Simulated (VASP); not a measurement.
# MgO (I4/mmm) in VASP: a series of runs

Runs on MgO. Level: LDA. Tasks: single point.

Program: VASP 6.6.1. These are calculated values, not measurements. Logs are shortened: lines on timing, memory, paths and dates and some standing lists are left out, and cuts for length are marked.

## 1. The cell of the first run

Symmetry: I4/mmm, No. 139, tetragonal system. Conventional cell: a = 2.913 Å, b = 2.913 Å, c = 4.186 Å, α = 90.00°, β = 90.00°, γ = 90.00°. Within 2.7 Å of Mg (site symmetry 4/mmm) lie 6 O at 2.06 to 2.09 Å. O (site symmetry 4/mmm) has 6 Mg at 2.06 to 2.09 Å within 2.7 Å.

## 2. Single point, LDA (strained cell)

The input, INCAR:

```
  PREC = Accurate
  ENCUT = 840
  EDIFF = 1E-6
  ISMEAR = 0
  SIGMA = 0.02
  LREAL = F
  LASPH = T
  NELM = 120
  ALGO = Normal
  ISIF = 2
  LWAVE = F
  LCHARG = F
  NBANDS = 15
  GGA_COMPAT = F
```

The input, KPOINTS:

```
regular mesh
0
Gamma
  8 8 8
```

The input, POSCAR:

```
MgO
1.0
    0.0000000000      2.0595237678      2.0930819257
    2.0595237678      0.0000000000      2.0930819257
    2.0595237678      2.0595237678      0.0000000000
Mg O
1 1
Direct
    0.0000000000      0.0000000000      0.0000000000
    0.5000000000      0.5000000000      0.5000000000
```

Potentials or basis: VASP PAW LDA potentials, release 64 (Mg_sv, O).

Run with:

```console
cat potpaw_LDA.64/Mg_sv/POTCAR potpaw_LDA.64/O/POTCAR > POTCAR
mpirun -np 1 vasp_std > vasp.out
```

OUTCAR:

```text
PREC = Accurate
   ENCUT = 840
   EDIFF = 1E-6
   ISMEAR = 0
   LREAL = F
   LASPH = T
   NELM = 120
   ISIF = 2

 ion  position               nearest neighbor table
   1  0.000  0.000  0.000-   2 2.06   2 2.06   2 2.06   2 2.06   2 2.09   2 2.09
   2  0.500  0.500  0.500-   1 2.06   1 2.06   1 2.06   1 2.06   1 2.09   1 2.09

  LATTYP: Found a body centered tetragonal cell.
 ALAT       =     2.9126064445
 C/A-ratio  =     1.4372569488

  Lattice vectors:

 A1 = (  -2.0595237678,   0.0000000000,   2.0930819257)
 A2 = (   2.0595237678,   0.0000000000,   2.0930819257)
 A3 = (   0.0000000000,   2.0595237678,  -2.0930819257)

Analysis of symmetry for initial positions (statically):
=====================================================================
 Subroutine PRICEL returns:
 Original cell was already a primitive cell.

 Routine SETGRP: Setting up the symmetry group for a
 body centered tetragonal supercell.

 Subroutine GETGRP returns: Found 16 space group operations
 (whereof 16 operations were pure point group operations)
 out of a pool of 16 trial point group operations.

The static configuration has the point symmetry D_4h.

Analysis of symmetry for dynamics (positions and initial velocities):
=====================================================================
 Subroutine PRICEL returns:
 Original cell was already a primitive cell.

 Routine SETGRP: Setting up the symmetry group for a
 body centered tetragonal supercell.

 Subroutine GETGRP returns: Found 16 space group operations
 (whereof 16 operations were pure point group operations)
 out of a pool of 16 trial point group operations.

The dynamic configuration has the point symmetry D_4h.

 Subroutine INISYM returns: Found 16 space group operations
 (whereof 16 operations are pure point group operations),
 and found     1 'primitive' translations

----------------------------------------------------------------------------------------

                                     Primitive cell

  volume of cell :      17.7562

  direct lattice vectors                    reciprocal lattice vectors
     0.000000000  2.059523768  2.093081926    -0.242774571  0.242774571  0.238882193
     2.059523768  0.000000000  2.093081926     0.242774571 -0.242774571  0.238882193
     2.059523768  2.059523768  0.000000000     0.242774571  0.242774571 -0.238882193

  length of vectors
     2.936431524  2.936431524  2.912606444     0.418262701  0.418262701  0.418262701

  position of ions in fractional coordinates (direct lattice)
     0.000000000  0.000000000  0.000000000
     0.500000000  0.500000000  0.500000000

  ion indices of the primitive-cell ions
   primitive index   ion index
                 1           1
                 2           2

----------------------------------------------------------------------------------------

 KPOINTS: regular mesh

Automatic generation of k-mesh.
 Grid dimensions read from file:
 generate k-points for:    8    8    8

 Generating k-lattice:

  Cartesian coordinates                     Fractional coordinates (reciprocal lattice)
    -0.030346821  0.030346821  0.029860274     0.125000000  0.000000000  0.000000000
     0.030346821 -0.030346821  0.029860274     0.000000000  0.125000000  0.000000000
     0.030346821  0.030346821 -0.029860274     0.000000000  0.000000000  0.125000000

  Length of vectors
     0.052282838  0.052282838  0.052282838

  Shift w.r.t. Gamma in fractional coordinates (k-lattice)
     0.000000000  0.000000000  0.000000000

 Subroutine IBZKPT returns following result:
 ===========================================

 Found     59 irreducible k-points:

 Following reciprocal coordinates:
            Coordinates               Weight
  0.000000  0.000000  0.000000      1.000000
  0.125000  0.000000  0.000000      8.000000
  0.250000  0.000000  0.000000      8.000000
  0.375000  0.000000  0.000000      8.000000
  0.500000  0.000000  0.000000      4.000000
  0.125000  0.125000  0.000000      2.000000
[... 16 lines left out ...]
  0.250000  0.000000  0.125000     16.000000
  0.375000  0.000000  0.125000     16.000000
 [... further k-points ...]
   k-points           NKPTS =     59   k-points in BZ     NKDIM =     59   number of bands    NBANDS=     15
   number of dos      NEDOS =    301   number of ions     NIONS =      2
   total plane-waves  NPLWV =  21952
   dimension x,y,z NGX =    28 NGY =   28 NGZ =   28
   dimension x,y,z NGXF=    56 NGYF=   56 NGZF=   56
   ions per type =               1   1
   NGX,Y,Z   is equivalent  to a cutoff of  15.85, 15.85, 15.98 a.u.
   NGXF,Y,Z  is equivalent  to a cutoff of  31.70, 31.70, 31.96 a.u.
 SYSTEM =  unknown system
   PREC   = accura    normal or accurate (medium, high low for compatibility)
   ISTART =      0    job   : 0-new  1-cont  2-samecut
   ICHARG =      2    charge: 1-file 2-atom 10-const
   ISPIN  =      1    spin polarized calculation?
   LNONCOLLINEAR =      F non collinear calculations
   LSORBIT =      F    spin-orbit coupling
   LASPH  =      T    aspherical Exc in radial PAW
   ENCUT  =  840.0 eV  61.74 Ry    7.86 a.u.   6.94  6.94  6.88*2*pi/ulx,y,z
   NELM   =    120;   NELMIN=  2; NELMDL= -5     # of ELM steps
   EDIFF  = 0.1E-05   stopping-criterion for ELM
   LREAL  =      F    real-space projection
   EDIFFG = 0.1E-04   stopping-criterion for IOM
   NSW    =      0    number of steps for IOM
   IBRION =     -1    ionic relax: 0-MD 1-quasi-New 2-CG
   NFREE  =      0    steps in history (QN), initial steepest desc. (CG)
   ISIF   =      2    stress and relaxation
   ISYM   =      2    0-nonsym 1-usesym 2-fastsym
   POTIM  = 0.5000    time-step for ionic-motion
   TEBEG  =    0.0;   TEEND  =   0.0 temperature during run
   PSTRESS=    0.0 pullay stress
   NELECT =      16.0000    total number of electrons
   NUPDOWN=      -1.0000    fix difference up-down
   EMIN   =  10.00;   EMAX   =-10.00  energy-range for DOS
   EFERMI =   0.00;   METHOD = LEGACY
   ISMEAR =     0;   SIGMA  =   0.02  broadening in eV -4-tet -1-fermi 0-gaus
   EFERMI_NEDOS =   21; number of points for ismear=-14 and -15
   IALGO  =     38    algorithm
   IMIX   =      4    mixing-type and parameters
     AMIX     =   0.40;   BMIX     =  1.00
     AMIX_MAG =   1.60;   BMIX_MAG =  1.00
  volume/ion in A,a.u.               =       8.88        59.91
  Fermi-wavevector in a.u.,A,eV,Ry     =   1.581242  2.988113 34.018984  2.500325
  Thomas-Fermi vector in A             =   2.681347
   LORBIT       =      0    0 simple, 1 ext, 2 COOP (PROOUT), +10 PAW based schemes
   GGA     = CA    functional components
   LHFCALC =     F    Hartree Fock is set to
   AEXX    =    0.0000 exact exchange contribution
   IVDW    =     0    specifies the selected vdW correction
   LEPSILON=     F    determine dielectric tensor
   LRPA    =     F    only Hartree local field effects (RPA)
 non-spin polarized calculation
 Gauss-broadening in eV      SIGMA  =   0.02
  energy-cutoff  :      840.00
  volume of cell :       17.76
 maximum number of plane-waves:       996
   NGX = 13   NGY = 13   NGZ = 13

 number of electron      16.0000001 magnetization

 Free energy of the ion-electron system (eV)
  ---------------------------------------------------
  ext. energy  EPLUGINS =         0.00000000
  ---------------------------------------------------
  free energy    TOTEN  =       -13.22754634 eV

  energy without entropy =      -13.22754634  energy(sigma->0) =      -13.22754634

 E-fermi :   3.3208     XC(G=0): -12.1982

 val. band max:        2.9786512592   @ k =   0.0000   0.0000   0.0000
 cond. band min:       8.1336387689   @ k =   0.0000   0.0000   0.0000
 fundamental gap:      5.1549875097
 Fermi energy:         3.3208423000

 k-point     1 :       0.0000    0.0000    0.0000
  band No.  band energies     occupation
      1     -68.2145      2.00000
      2     -35.6738      2.00000
      3     -35.6667      2.00000
      4     -35.6667      2.00000
      5     -14.2988      2.00000
      6       2.9475      2.00000
      7       2.9475      2.00000
      8       2.9787      2.00000
      9       8.1336      0.00000
     10      18.6470      0.00000
     11      18.8270      0.00000
     12      18.8270      0.00000
     13      22.9318      0.00000
     14      24.3578      0.00000
     15      24.8973      0.00000

 k-point     2 :       0.1250    0.0000    0.0000
  band No.  band energies     occupation
      1     -68.2129      2.00000
      2     -35.6865      2.00000
      3     -35.6726      2.00000
      4     -35.6681      2.00000
      5     -14.1079      2.00000
      6       1.9753      2.00000
      7       2.8370      2.00000
      8       2.8479      2.00000
      9       9.0304      0.00000
     10      17.1013      0.00000
     11      19.0871      0.00000
     12      19.2230      0.00000
     13      23.4938      0.00000
     14      23.9504      0.00000
     15      25.2075      0.00000

 k-point     3 :       0.2500    0.0000    0.0000
  band No.  band energies     occupation
      1     -68.2085      2.00000
      2     -35.7257      2.00000
      3     -35.6776      2.00000
      4     -35.6715      2.00000
      5     -13.6088      2.00000
      6       0.1699      2.00000
      7       2.5708      2.00000
      8       2.5825      2.00000
      9      10.4150      0.00000
     10      15.6374      0.00000
     11      19.6172      0.00000
     12      19.8668      0.00000
     13      23.1955      0.00000
     14      23.4640      0.00000
     15      25.5033      0.00000
[... 343 lines left out ...]
 k-point    23 :       0.2500    0.0000    0.1250
  band No.  band energies     occupation
      1     -68.2088      2.00000
      2     -35.7133      2.00000
      3     -35.6829      2.00000
      4     -35.6761      2.00000
      5     -13.6550      2.00000
      6       0.5841      2.00000
      7       2.4113      2.00000
      8       2.4451      2.00000
      9      10.5990      0.00000
     10      15.1989      0.00000
     11      19.5815      0.00000
     12      19.9118      0.00000
     13      21.2808      0.00000
     14      25.0053      0.00000
     15      27.4890      0.00000

 k-point    24 :       0.3750    0.0000    0.1250
  band No.  band energies     occupation
      1     -68.2045      2.00000
      2     -35.7511      2.00000
      3     -35.6873      2.00000
      4     -35.6806      2.00000
      5     -13.1141      2.00000
      6      -0.8504      2.00000
      7       2.0307      2.00000
      8       2.1864      2.00000
      9      11.5396      0.00000
     10      15.0242      0.00000
     11      18.6911      0.00000
     12      20.0244      0.00000
     13      22.5515      0.00000
     14      25.6977      0.00000
     15      26.9498      0.00000

 [... further k-points ...]

------------------------ aborting loop because EDIFF is reached ----------------------------------------

  FORCE on cell =-STRESS in cart. coord.  units (eV):
  Direction    XX          YY          ZZ          XY          YZ          ZX
  --------------------------------------------------------------------------------------
  -------------------------------------------------------------------------------------
  Total        0.4874136      0.4874136      0.0419104      0.0000000      0.0000000      0.0000000
  in kB       43.9803222     43.9803222      3.7816586      0.0000000      0.0000000      0.0000000
  external PRESSURE =      30.5807677 kB  Pullay stress =       0.0000000 kB

 VOLUME and BASIS-vectors are now :
 -----------------------------------------------------------------------------
  energy-cutoff  :      840.00
  volume of cell :       17.76
      direct lattice vectors                 reciprocal lattice vectors
     0.000000000  2.059523768  2.093081926    -0.242774571  0.242774571  0.238882193
     2.059523768  0.000000000  2.093081926     0.242774571 -0.242774571  0.238882193
     2.059523768  2.059523768  0.000000000     0.242774571  0.242774571 -0.238882193

 POSITION                                       TOTAL-FORCE (eV/Angst)
 -----------------------------------------------------------------------------------
      0.00000      0.00000      0.00000        -0.000000      0.000000     -0.000000
      2.05952      2.05952      2.09308         0.000000     -0.000000      0.000000
 -----------------------------------------------------------------------------------
    total drift:                                0.000000      0.000000      0.000000

  FREE ENERGIE OF THE ION-ELECTRON SYSTEM (eV)
  ---------------------------------------------------
  free  energy   TOTEN  =       -13.2275463426 eV

  energy  without entropy=      -13.2275463426  energy(sigma->0) =      -13.22754634
```

Wall time 17 s (1 thread of Intel Xeon Platinum 8375C at 2.90GHz (Ice Lake), shared host); peak memory 0.15 GiB.

What came out:

```
Free energy            : -13.2275 eV
Pressure               : 3.1 GPa
Band gap on the k mesh : 5.15 eV
```

Stress tensor (GPa, compression positive):
```
4.40 0.00 0.00
0.00 4.40 0.00
0.00 0.00 0.38
```

Caveat: the cell differs from its parent crystal (strained cell); the cell stands under pressure.

## 3. Single point, LDA

The input, INCAR:

```
ALGO = Normal
EDIFF = 1E-6
ENCUT = 840
GGA = CA
GGA_COMPAT = False
ISIF = 2
ISMEAR = 0
LASPH = True
LCHARG = True
LELF = True
LREAL = False
LVHAR = True
LWAVE = False
NBANDS = 15
NELM = 120
PREC = Accurate
SIGMA = 0.01
```

The input, KPOINTS:

```
k-points
0
Gamma
  8 8 8
```

The input, POSCAR:

```
MgO
1.0
    0.0000000000      2.0595237678      2.0929403819
    2.0595237678      0.0000000000      2.0929403819
    2.0595237678      2.0595237678      0.0000000000
Mg O
1 1
Direct
    0.0000000000      0.0000000000      0.0000000000
    0.5000000000      0.5000000000      0.5000000000
```

Potentials or basis: VASP PAW LDA potentials, release 64 (Mg_sv, O).

Run with:

```console
cat potpaw_LDA.64/Mg_sv/POTCAR potpaw_LDA.64/O/POTCAR > POTCAR
mpirun -np 1 vasp_std > vasp.out
```

It took 19 s on 1 thread of Intel Xeon Platinum 8375C at 2.90GHz (Ice Lake), shared host; peak memory 0.15 GiB.

Results (log left out):

- Free energy: -13.2275 eV
- Pressure: 3.1 GPa
- Band gap on the k mesh: 5.16 eV

Stress tensor (GPa, compression positive):
```
4.40 0.00 0.00
0.00 4.40 0.00
0.00 0.00 0.40
```

Levels at points of the mesh, in eV from the valence-band top:
```csv
k point,band 4,band 5,band 6,band 7,band 8,band 9,band 10,band 11,band 12,band 13
"(0.00, 0.00, 0.00)",-38.65,-17.28,-0.03,-0.03,0.00,5.16,15.67,15.85,15.85,19.95
"(0.50, 0.00, 0.00)",-38.65,-15.75,-4.94,-0.77,-0.73,8.04,12.96,16.33,16.70,21.37
"(0.50, 0.50, 0.00)",-38.68,-15.55,-4.40,-1.41,-1.41,9.04,10.29,13.27,19.53,19.53
"(0.50, 0.00, 0.50)",-38.69,-15.50,-4.33,-1.53,-1.43,8.87,10.26,13.49,19.17,19.51
```

Caveat: the cell stands under pressure.
